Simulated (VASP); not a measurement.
HfSc3:

```
Hf Sc
1.0
    -2.05742    2.05742    4.59580
     2.05742   -2.05742    4.59580
     2.05742    2.05742   -4.59580
Hf Sc
1 3
Cartesian
  0.0000 0.0000 0.0000
  0.0000 0.0000 4.5958
  2.0574 0.0000 2.2979
  0.0000 2.0574 2.2979
```

| Property | Result |
| --- | --- |
| Program | VASP 6.6.1 |
| Task | relaxation of cell and atoms |
| Functional | PBE |
| Potentials or basis | VASP PAW PBE potentials, release 64 (Hf_pv, Sc_sv) |
| Cutoff | 600 eV |
| k mesh | 6 × 6 × 6 |
| Occupations | gaussian, width 0.1 eV |
| Spin | no spin polarisation |

At the start: pressure 16.8 GPa; volume 19.45 Å³/atom.

Q: How do energy, volume and symmetry change on relaxing?

A: Over 8 steps the energy falls by 221.1 meV/atom and the volume is 23.67 Å³/atom (+21.7 %); space group I4/mmm (No. 139, to 0.1 Å) before and after.

Step by step:
| step | energy change (eV) | largest force (eV/Å) | pressure (GPa) | volume (Å³) |
| --- | --- | --- | --- | --- |
| 1 | 0.0000 | 0.0000 | 16.85 | 77.82 |
| 2 | -0.6980 | 0.0000 | -4.78 | 103.16 |
| 3 | -0.8187 | 0.0000 | -0.27 | 95.02 |
| 4 | -0.8185 | 0.0000 | -0.51 | 95.38 |
| 5 | -0.8555 | 0.0000 | -0.40 | 95.23 |
| 6 | -0.8771 | 0.0000 | -0.25 | 94.97 |
| 7 | -0.8783 | 0.0000 | 0.12 | 94.25 |
| 8 | -0.8844 | 0.0000 | -0.10 | 94.69 |

Final structure:
```cif
data_structure
_symmetry_space_group_name_H-M 'P 1'
_symmetry_Int_Tables_number 1
_cell_length_a 5.5679
_cell_length_b 5.5679
_cell_length_c 5.5679
_cell_angle_alpha 131.544
_cell_angle_beta 131.544
_cell_angle_gamma 70.950
_cell_volume 94.69
loop_
_atom_site_label
_atom_site_type_symbol
_atom_site_fract_x
_atom_site_fract_y
_atom_site_fract_z
_atom_site_occupancy
Hf1 Hf 0.00000 0.00000 0.00000 1
Sc1 Sc 0.50000 0.50000 0.00000 1
Sc2 Sc 0.25000 0.75000 0.50000 1
Sc3 Sc 0.75000 0.25000 0.50000 1
```

Caveat: the volume moved by over 15 % at a fixed basis, so the end points are rough.
